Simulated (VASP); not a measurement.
Here is a VASP 6.6.1 calculation.

The input INCAR:

```
PREC = Accurate
ENCUT = 520
EDIFF = 1E-6
ISMEAR = -1
SIGMA = 0.05
LREAL = False
LASPH = True
NELM = 60
ALGO = Normal
ISIF = 2
LWAVE = False
LCHARG = True
GGA = PE
LELF = True
LVHAR = True
NBANDS = 12
```

The input KPOINTS:

```
regular mesh
0
Gamma
  11 11 11
```

Contents of POSCAR:

```
LiF
1.0
    0.0000000000      1.9728864230      1.9728864230
    1.9728864230      0.0000000000      1.9728864230
    1.9728864230      1.9728864230      0.0000000000
F Li
1 1
Direct
    0.5000000000      0.5000000000      0.5000000000
    0.0000000000      0.0000000000      0.0000000000
```

Potentials or basis: VASP PAW PBE potentials, release 64 (F, Li_sv).

Command:

```console
$ cat potpaw_PBE.64/F/POTCAR potpaw_PBE.64/Li_sv/POTCAR > POTCAR
$ mpirun -np 1 vasp_std > vasp.out
```

**Question.** Estimate the band gap on the k mesh.

**Answer.** 9.66 eV, direct.

 A k mesh can miss the band edges.
